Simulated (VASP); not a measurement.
# BN (Cmcm) in VASP: further runs

BN is run at these levels: PBE; tasks: single point.

Everything below comes from runs of VASP 6.6.1. Logs are shortened: lines on timing, memory, paths and dates and some standing lists are left out, and cuts for length are marked.

**1. The cell of the first run**

The typed cell holds 36 atoms: a = 7.465 Å, b = 7.465 Å, c = 6.495 Å, α = 90.00°, β = 90.00°, γ = 120.00°.

**2. Single point, PBE**

File INCAR:

```
  PREC = Accurate
  ENCUT = 520
  EDIFF = 1E-6
  ISMEAR = 0
  SIGMA = 0.01
  LREAL = Auto
  LASPH = True
  NELM = 60
  ALGO = Normal
  ISIF = 2
  LWAVE = False
  LCHARG = True
  GGA = PE
  LELF = True
  LVHAR = True
  NBANDS = 96
```

File KPOINTS:

```
Automatic mesh
0
Gamma
  1 1 1
  0.25 0.25 0.25
```

File POSCAR:

```
BN
1.0
    7.4650312809      0.0000000000      0.0000000000
   -3.7325156404      6.4649067293      0.0000000000
    0.0000000000      0.0000000000      6.4954828800
B N
18 18
Direct
    0.1111968454      0.2221364880      0.2500000000
    0.2221364880      0.1111968454      0.7500000000
    0.1111968454      0.5554698213      0.2500000000
    0.2221364880      0.4445301787      0.7500000000
    0.1111968454      0.8888031546      0.2500000000
    0.2221364880      0.7778635120      0.7500000000
    0.4445301787      0.2221364880      0.2500000000
    0.5554698213      0.1111968454      0.7500000000
    0.4445301787      0.5554698213      0.2500000000
    0.5554698213      0.4445301787      0.7500000000
    0.4445301787      0.8888031546      0.2500000000
    0.5554698213      0.7778635120      0.7500000000
    0.7778635120      0.2221364880      0.2500000000
    0.8888031546      0.1111968454      0.7500000000
    0.7778635120      0.5554698213      0.2500000000
    0.8888031546      0.4445301787      0.7500000000
    0.7778635120      0.8888031546      0.2500000000
    0.8888031546      0.7778635120      0.7500000000
    0.1114069264      0.2219264070      0.7500000000
    0.2219264070      0.1114069264      0.2500000000
    0.1114069264      0.5552597403      0.7500000000
    0.2219264070      0.4447402597      0.2500000000
    0.1114069264      0.8885930736      0.7500000000
    0.2219264070      0.7780735930      0.2500000000
    0.4447402597      0.2219264070      0.7500000000
    0.5552597403      0.1114069264      0.2500000000
    0.4447402597      0.5552597403      0.7500000000
    0.5552597403      0.4447402597      0.2500000000
    0.4447402597      0.8885930736      0.7500000000
    0.5552597403      0.7780735930      0.2500000000
    0.7780735930      0.2219264070      0.7500000000
    0.8885930736      0.1114069264      0.2500000000
    0.7780735930      0.5552597403      0.7500000000
    0.8885930736      0.4447402597      0.2500000000
    0.7780735930      0.8885930736      0.7500000000
    0.8885930736      0.7780735930      0.2500000000
```

Potentials or basis: VASP PAW PBE potentials, release 64 (B, N).

Command:

```sh
$ cat potpaw_PBE.64/B/POTCAR potpaw_PBE.64/N/POTCAR > POTCAR
$ mpirun -np 1 vasp_std > vasp.out
```

OUTCAR:

```text
PREC = Accurate
   ENCUT = 520
   EDIFF = 1E-6
   ISMEAR = 0
   LREAL = Auto
   LASPH = True
   NELM = 60
   ISIF = 2
   GGA = PE

 ion  position               nearest neighbor table
   1  0.111  0.222  0.250-  20 1.43  22 1.44  32 1.44
   2  0.222  0.111  0.750-  19 1.43  25 1.44  23 1.44
   3  0.111  0.555  0.250-  22 1.43  24 1.44  34 1.44
   4  0.222  0.445  0.750-  21 1.43  19 1.44  27 1.44
   5  0.111  0.889  0.250-  24 1.43  20 1.44  36 1.44
   6  0.222  0.778  0.750-  23 1.43  21 1.44  29 1.44
[... 28 lines left out ...]
  35  0.778  0.889  0.750-  18 1.43  12 1.44  14 1.44
  36  0.889  0.778  0.250-  17 1.43  15 1.44   5 1.44

  LATTYP: Found a hexagonal cell.
 ALAT       =     7.4650312809
 C/A-ratio  =     0.8701213211

  Lattice vectors:

 A1 = (   7.4650312809,   0.0000000000,   0.0000000000)
 A2 = (  -3.7325156404,   6.4649067293,   0.0000000000)
 A3 = (   0.0000000000,   0.0000000000,   6.4954828800)

Analysis of symmetry for initial positions (statically):
=====================================================================
 Subroutine PRICEL returns following result:

  LATTYP: Found a hexagonal cell.
 ALAT       =     2.4883437601
 C/A-ratio  =     2.6103639635

  Lattice vectors:

 A1 = (   2.4883437601,   0.0000000000,   0.0000000000)
 A2 = (  -1.2441718804,   2.1549689102,   0.0000000000)
 A3 = (   0.0000000000,   0.0000000000,   6.4954828800)

   9 primitive cells build up your supercell.

 Routine SETGRP: Setting up the symmetry group for a
 hexagonal supercell.

 Subroutine GETGRP returns: Found  8 space group operations
 (whereof  4 operations were pure point group operations)
 out of a pool of 24 trial point group operations.

The static configuration has the point symmetry C_2h.
 The point group associated with its full space group is D_2h.

Analysis of symmetry for dynamics (positions and initial velocities):
=====================================================================
 Subroutine PRICEL returns following result:

  LATTYP: Found a hexagonal cell.
 ALAT       =     2.4883437601
 C/A-ratio  =     2.6103639635

  Lattice vectors:

 A1 = (   2.4883437601,   0.0000000000,   0.0000000000)
 A2 = (  -1.2441718804,   2.1549689102,   0.0000000000)
 A3 = (   0.0000000000,   0.0000000000,   6.4954828800)

   9 primitive cells build up your supercell.

 Routine SETGRP: Setting up the symmetry group for a
 hexagonal supercell.

 Subroutine GETGRP returns: Found  8 space group operations
 (whereof  4 operations were pure point group operations)
 out of a pool of 24 trial point group operations.

The dynamic configuration has the point symmetry C_2h.
 The point group associated with its full space group is D_2h.

 Subroutine INISYM returns: Found  8 space group operations
 (whereof  4 operations are pure point group operations),
 and found     9 'primitive' translations

----------------------------------------------------------------------------------------

                                     Primitive cell

  volume of cell :      34.8308

  direct lattice vectors                    reciprocal lattice vectors
     2.488343760  0.000000000  0.000000000     0.401873735  0.232021909  0.000000000
    -1.244171880  2.154968910  0.000000000     0.000000000  0.464043818  0.000000000
     0.000000000  0.000000000  6.495482880     0.000000000  0.000000000  0.153953142

  length of vectors
     2.488343760  2.488343761  6.495482880     0.464043818  0.464043818  0.153953142

  position of ions in fractional coordinates (direct lattice)
     0.333590536  0.666409464  0.250000000
     0.666409464  0.333590536  0.750000000
     0.334220779  0.665779221  0.750000000
     0.665779221  0.334220779  0.250000000

  ion indices of the primitive-cell ions
   primitive index   ion index
                 1           1
                 2           2
                 3          19
                 4          20

----------------------------------------------------------------------------------------

 KPOINTS: Automatic mesh

Automatic generation of k-mesh.
 Grid dimensions read from file:
 generate k-points for:    1    1    1

 Generating k-lattice:

  Cartesian coordinates                     Fractional coordinates (reciprocal lattice)
     0.133957912  0.077340636  0.000000000     1.000000000  0.000000000  0.000000000
     0.000000000  0.154681273  0.000000000     0.000000000  1.000000000  0.000000000
     0.000000000  0.000000000  0.153953142     0.000000000  0.000000000  1.000000000

  Length of vectors
     0.154681273  0.154681273  0.153953142

  Shift w.r.t. Gamma in fractional coordinates (k-lattice)
     0.250000000  0.250000000  0.250000000

 Subroutine IBZKPT returns following result:
 ===========================================

 Found      2 irreducible k-points:

 Following reciprocal coordinates:
            Coordinates               Weight
  0.250000  0.250000  0.250000      4.000000
 -0.250000  0.500000  0.250000      8.000000
   k-points           NKPTS =      2   k-points in BZ     NKDIM =      2   number of bands    NBANDS=     96
   number of dos      NEDOS =    301   number of ions     NIONS =     36
   total plane-waves  NPLWV = 150528
   dimension x,y,z NGX =    56 NGY =   56 NGZ =   48
   dimension x,y,z NGXF=   112 NGYF=  112 NGZF=   96
   ions per type =              18  18
   NGX,Y,Z   is equivalent  to a cutoff of  12.47, 12.47, 12.29 a.u.
   NGXF,Y,Z  is equivalent  to a cutoff of  24.94, 24.94, 24.57 a.u.
 SYSTEM =  unknown system
   PREC   = accura    normal or accurate (medium, high low for compatibility)
   ISTART =      0    job   : 0-new  1-cont  2-samecut
   ICHARG =      2    charge: 1-file 2-atom 10-const
   ISPIN  =      1    spin polarized calculation?
   LNONCOLLINEAR =      F non collinear calculations
   LSORBIT =      F    spin-orbit coupling
   LASPH  =      T    aspherical Exc in radial PAW
   ENCUT  =  520.0 eV  38.22 Ry    6.18 a.u.  13.88 13.88 12.08*2*pi/ulx,y,z
   NELM   =     60;   NELMIN=  2; NELMDL= -5     # of ELM steps
   EDIFF  = 0.1E-05   stopping-criterion for ELM
   LREAL  =      T    real-space projection
   EDIFFG = 0.1E-04   stopping-criterion for IOM
   NSW    =      0    number of steps for IOM
   IBRION =     -1    ionic relax: 0-MD 1-quasi-New 2-CG
   NFREE  =      0    steps in history (QN), initial steepest desc. (CG)
   ISIF   =      2    stress and relaxation
   ISYM   =      2    0-nonsym 1-usesym 2-fastsym
   POTIM  = 0.5000    time-step for ionic-motion
   TEBEG  =    0.0;   TEEND  =   0.0 temperature during run
   PSTRESS=    0.0 pullay stress
   NELECT =     144.0000    total number of electrons
   NUPDOWN=      -1.0000    fix difference up-down
   EMIN   =  10.00;   EMAX   =-10.00  energy-range for DOS
   EFERMI =   0.00;   METHOD = LEGACY
   ISMEAR =     0;   SIGMA  =   0.01  broadening in eV -4-tet -1-fermi 0-gaus
   EFERMI_NEDOS =   21; number of points for ismear=-14 and -15
   IALGO  =     38    algorithm
   IMIX   =      4    mixing-type and parameters
     AMIX     =   0.40;   BMIX     =  1.00
     AMIX_MAG =   1.60;   BMIX_MAG =  1.00
  volume/ion in A,a.u.               =       8.71        58.76
  Fermi-wavevector in a.u.,A,eV,Ry     =   1.263166  2.387038 21.709310  1.595589
  Thomas-Fermi vector in A             =   2.396537
   LORBIT       =      0    0 simple, 1 ext, 2 COOP (PROOUT), +10 PAW based schemes
   GGA     = PE    functional components
   LHFCALC =     F    Hartree Fock is set to
   AEXX    =    0.0000 exact exchange contribution
   IVDW    =     0    specifies the selected vdW correction
   LEPSILON=     F    determine dielectric tensor
   LRPA    =     F    only Hartree local field effects (RPA)
 non-spin polarized calculation
 Gauss-broadening in eV      SIGMA  =   0.01
  energy-cutoff  :      520.00
  volume of cell :      313.48
 maximum number of plane-waves:      8452
   NGX = 27   NGY = 27   NGZ = 25

 number of electron     144.0000001 magnetization

 Free energy of the ion-electron system (eV)
  ---------------------------------------------------
  ext. energy  EPLUGINS =         0.00000000
  ---------------------------------------------------
  free energy    TOTEN  =      -316.54685428 eV

  energy without entropy =     -316.54685428  energy(sigma->0) =     -316.54685428

 E-fermi :   2.3954     XC(G=0): -10.2545

 val. band max:        2.2880734119   @ k =   0.2500   0.2500   0.2500
 cond. band min:       7.0835313718   @ k =   0.2500   0.2500   0.2500
 fundamental gap:      4.7954579599
 Fermi energy:         2.3953732331

 k-point     1 :       0.2500    0.2500    0.2500
  band No.  band energies     occupation
      1     -14.9509      2.00000
      2     -14.7185      2.00000
      3     -14.4246      2.00000
      4     -14.4246      2.00000
      5     -14.2077      2.00000
      6     -14.2077      2.00000
[... 76 lines left out ...]
     83       9.3374      0.00000
     84       9.7134      0.00000

 k-point     2 :      -0.2500    0.5000    0.2500
  band No.  band energies     occupation
      1     -14.9519      2.00000
      2     -14.7195      2.00000
      3     -14.4256      2.00000
      4     -14.4231      2.00000
      5     -14.2088      2.00000
      6     -14.2061      2.00000
[... 76 lines left out ...]
     83       9.3342      0.00000
     84       9.7308      0.00000
 [bands above 84 left out]

------------------------ aborting loop because EDIFF is reached ----------------------------------------

  FORCE on cell =-STRESS in cart. coord.  units (eV):
  Direction    XX          YY          ZZ          XY          YZ          ZX
  --------------------------------------------------------------------------------------
  -------------------------------------------------------------------------------------
  Total       22.8061182     21.5034591      7.1168299     -1.1281359     -0.0000000      0.0000000
  in kB      116.5618995    109.9040186     36.3740641     -5.7658940     -0.0000000      0.0000000
  external PRESSURE =      87.6133274 kB  Pullay stress =       0.0000000 kB

 VOLUME and BASIS-vectors are now :
 -----------------------------------------------------------------------------
  energy-cutoff  :      520.00
  volume of cell :      313.48
      direct lattice vectors                 reciprocal lattice vectors
     7.465031281  0.000000000  0.000000000     0.133957912  0.077340636  0.000000000
    -3.732515640  6.464906729  0.000000000     0.000000000  0.154681273  0.000000000
     0.000000000  0.000000000  6.495482880     0.000000000  0.000000000  0.153953142

 POSITION                                       TOTAL-FORCE (eV/Angst)
 -----------------------------------------------------------------------------------
      0.00096      1.43609      1.62387        -0.186829      0.107866     -0.000000
      1.24321      0.71888      4.87161         0.186829     -0.107866      0.000000
     -1.24321      3.59106      1.62387        -0.186829      0.107866      0.000000
     -0.00096      2.87385      4.87161         0.186829     -0.107866      0.000000
     -2.48738      5.74603      1.62387        -0.186829      0.107866     -0.000000
     -1.24513      5.02882      4.87161         0.186829     -0.107866     -0.000000
[... 28 lines left out ...]
      2.49166      5.74467      4.87161        -0.187404      0.108198     -0.000000
      3.72920      5.03017      1.62387         0.187404     -0.108198      0.000000
 -----------------------------------------------------------------------------------
    total drift:                               -0.000000      0.000000     -0.000000

  FREE ENERGIE OF THE ION-ELECTRON SYSTEM (eV)
  ---------------------------------------------------
  free  energy   TOTEN  =      -316.5468542765 eV

  energy  without entropy=     -316.5468542765  energy(sigma->0) =     -316.54685428
```

Run time: 75 s. Hardware: 1 thread of Intel Xeon Platinum 8488C (Sapphire Rapids), shared host; peak memory 0.37 GiB.

Results:

* Free energy: -316.5469 eV
* Pressure: 8.8 GPa
* Largest force: 0.216 eV/Å
* Band gap on the k mesh: 4.80 eV

Forces on the atoms (eV/Å):
```
B   -0.187  0.108  0.000
B    0.187 -0.108  0.000
B   -0.187  0.108  0.000
B    0.187 -0.108  0.000
B   -0.187  0.108  0.000
B    0.187 -0.108  0.000
B   -0.187  0.108  0.000
B    0.187 -0.108  0.000
B   -0.187  0.108  0.000
B    0.187 -0.108  0.000
B   -0.187  0.108  0.000
B    0.187 -0.108  0.000
B   -0.187  0.108  0.000
B    0.187 -0.108  0.000
B   -0.187  0.108  0.000
B    0.187 -0.108  0.000
B   -0.187  0.108  0.000
B    0.187 -0.108  0.000
N   -0.187  0.108  0.000
N    0.187 -0.108  0.000
N   -0.187  0.108  0.000
N    0.187 -0.108  0.000
N   -0.187  0.108  0.000
N    0.187 -0.108  0.000
N   -0.187  0.108  0.000
N    0.187 -0.108  0.000
N   -0.187  0.108  0.000
N    0.187 -0.108  0.000
N   -0.187  0.108  0.000
N    0.187 -0.108  0.000
N   -0.187  0.108  0.000
N    0.187 -0.108  0.000
N   -0.187  0.108  0.000
N    0.187 -0.108  0.000
N   -0.187  0.108  0.000
N    0.187 -0.108  0.000
```

Caveat: the stress differs along the axes, from 4 to 12 GPa; a shifted mesh leaves out Γ, where band edges can lie; this functional lacks dispersion, which binds layers or chains, so the pressure and a relaxed spacing across them are unreliable.

**3. Single point, PBE**

File INCAR:

```
SYSTEM = BN
PREC = Accurate
ENCUT = 520
EDIFF = 1E-7
ISMEAR = -1
SIGMA = 0.01
LREAL = Auto
LASPH = .True.
NELM = 100
ALGO = Normal
ISIF = 2
LWAVE = .False.
LCHARG = .False.
GGA = PE
NBANDS = 96
```

File KPOINTS:

```
Automatic mesh
0
Gamma
  2 2 2
  0.5 0.5 0.5
```

POSCAR: that of step 2 with these lines changed.

```diff
@@ -2,4 +2,4 @@
 1.0
-    7.4650312809      0.0000000000      0.0000000000
-   -3.7325156404      6.4649067293      0.0000000000
+    7.4650312800      0.0000000000      0.0000000000
+   -3.7325156400      6.4649067300      0.0000000000
     0.0000000000      0.0000000000      6.4954828800
```

Potentials or basis: VASP PAW PBE potentials, release 64 (B, N).

Command:

```sh
$ cat potpaw_PBE.64/B/POTCAR potpaw_PBE.64/N/POTCAR > POTCAR
$ mpirun -np 1 vasp_std > vasp.out
```

Run time: 2.6 min. Hardware: 1 thread of Intel Xeon Platinum 8488C (Sapphire Rapids), shared host; peak memory 0.39 GiB.

The run converged. Its results:

```
Free energy            : -316.0505 eV
Pressure               : 8.6 GPa
Largest force          : 0.217 eV/Å
Band gap on the k mesh : 4.62 eV
```

Forces on the atoms (eV/Å):
```
B   -0.187  0.108  0.000
B    0.187 -0.108  0.000
B   -0.187  0.108  0.000
B    0.187 -0.108  0.000
B   -0.187  0.108  0.000
B    0.187 -0.108  0.000
B   -0.187  0.108  0.000
B    0.187 -0.108  0.000
B   -0.187  0.108  0.000
B    0.187 -0.108  0.000
B   -0.187  0.108  0.000
B    0.187 -0.108  0.000
B   -0.187  0.108  0.000
B    0.187 -0.108  0.000
B   -0.187  0.108  0.000
B    0.187 -0.108  0.000
B   -0.187  0.108  0.000
B    0.187 -0.108  0.000
N   -0.188  0.108  0.000
N    0.188 -0.108  0.000
N   -0.188  0.108  0.000
N    0.188 -0.108  0.000
N   -0.188  0.108  0.000
N    0.188 -0.108  0.000
N   -0.188  0.108  0.000
N    0.188 -0.108  0.000
N   -0.188  0.108  0.000
N    0.188 -0.108  0.000
N   -0.188  0.108  0.000
N    0.188 -0.108  0.000
N   -0.188  0.108  0.000
N    0.188 -0.108  0.000
N   -0.188  0.108  0.000
N    0.188 -0.108  0.000
N   -0.188  0.108  0.000
N    0.188 -0.108  0.000
```

Stress tensor (GPa, compression positive):
```
11.40 -0.56  0.00
-0.56 10.75  0.00
 0.00  0.00  3.65
```

Levels at points of the mesh, in eV from the valence-band top:
```tsv
k point	band 69	band 70	band 71	band 72	band 73	band 74	band 75	band 76
(0.25, 0.25, 0.25)	-0.58	-0.50	-0.50	-0.17	4.62	4.71	4.71	5.35
```

Caveat: the stress differs along the axes, from 4 to 11 GPa; a shifted mesh leaves out Γ, where band edges can lie; this functional lacks dispersion, which binds layers or chains, so the pressure and a relaxed spacing across them are unreliable. A k mesh can miss the band edges.

**4. Single point, PBE**

File INCAR:

```
SYSTEM = BN
PREC = Accurate
ENCUT = 700
EDIFF = 1E-6
ISMEAR = -1
SIGMA = 0.01
LREAL = Auto
LASPH = .True.
NELM = 120
ALGO = Normal
ISIF = 2
LWAVE = .False.
LCHARG = .False.
GGA = PE
NBANDS = 96
GGA_COMPAT = .False.
ISYM = -1
```

File KPOINTS:

```
explicit points
4
Reciprocal
  0.25000000   0.25000000   0.25000000 2
  0.25000000   0.25000000   0.75000000 2
  0.25000000   0.75000000   0.25000000 2
  0.25000000   0.75000000   0.75000000 2
```

POSCAR is that of step 3.

Command:

```sh
$ cat potpaw_PBE.64/B/POTCAR potpaw_PBE.64/N/POTCAR > POTCAR
$ mpirun -np 1 vasp_std > vasp.out
```

Wall time 2.5 min (1 thread of Intel Xeon 6975P-C (Granite Rapids), shared host); peak memory 0.53 GiB.

The run converged. Its results:

```
Free energy            : -316.1904 eV
Pressure               : 8.5 GPa
Largest force          : 0.226 eV/Å
Band gap on the k mesh : 4.62 eV
```

Forces on the atoms (eV/Å):
```
B   -0.195  0.110  0.000
B    0.193 -0.114  0.000
B   -0.195  0.112  0.000
B    0.194 -0.113  0.000
B   -0.196  0.113  0.000
B    0.193 -0.111  0.000
B   -0.195  0.111  0.000
B    0.194 -0.113  0.000
B   -0.194  0.112  0.000
B    0.194 -0.112  0.000
B   -0.194  0.113  0.000
B    0.195 -0.111  0.000
B   -0.193  0.111  0.000
B    0.196 -0.113  0.000
B   -0.194  0.113  0.000
B    0.195 -0.112  0.000
B   -0.193  0.114  0.000
B    0.195 -0.110  0.000
N   -0.195  0.108  0.000
N    0.191 -0.114  0.000
N   -0.196  0.111  0.000
N    0.193 -0.112  0.000
N   -0.196  0.113  0.000
N    0.194 -0.112  0.000
N   -0.194  0.111  0.000
N    0.194 -0.114  0.000
N   -0.193  0.111  0.000
N    0.193 -0.111  0.000
N   -0.194  0.114  0.000
N    0.194 -0.111  0.000
N   -0.194  0.112  0.000
N    0.196 -0.113  0.000
N   -0.193  0.112  0.000
N    0.196 -0.111  0.000
N   -0.191  0.114  0.000
N    0.195 -0.108  0.000
```

Stress tensor (GPa, compression positive):
```
11.29 -0.58  0.00
-0.58 10.61  0.00
 0.00  0.00  3.53
```

Levels at points of the mesh, in eV from the valence-band top:
```tsv
k point	band 68	band 69	band 70	band 71	band 72	band 73	band 74	band 75	band 76	band 77
(0.25, 0.25, 0.25)	-0.83	-0.57	-0.50	-0.50	-0.17	4.62	4.71	4.71	5.35	5.70
```

Caveat: the stress differs along the axes, from 4 to 11 GPa; a shifted mesh leaves out Γ, where band edges can lie; this functional lacks dispersion, which binds layers or chains, so the pressure and a relaxed spacing across them are unreliable. A k mesh can miss the band edges.

**5. Summary**

```csv
k mesh,cutoff (eV),smearing,gap on the mesh (eV),pressure (GPa),largest force (eV/Å)
"1 × 1 × 1, shifted",520,gaussian 0.01 eV,4.80,8.8,0.22
"2 × 2 × 2, shifted",520,fermi-dirac 0.01 eV,4.62,8.6,0.22
"2 × 2 × 2, shifted",700,fermi-dirac 0.01 eV,4.62,8.5,0.23
```

Alike in all rows: task single point; level PBE; potentials or basis VASP PAW PBE potentials, release 64 (B, N); no spin polarisation; cell as given.

Caveats: a shifted mesh leaves out Γ, where band edges can lie; this functional lacks dispersion, which binds layers or chains, so the pressure and a relaxed spacing across them are unreliable; the stress differs along the axes, from 4 to 11 GPa (at least some runs); the stress differs along the axes, from 4 to 12 GPa (at least some runs).

Total energies depend on the potentials used, so only differences within one code and one set of settings carry meaning.
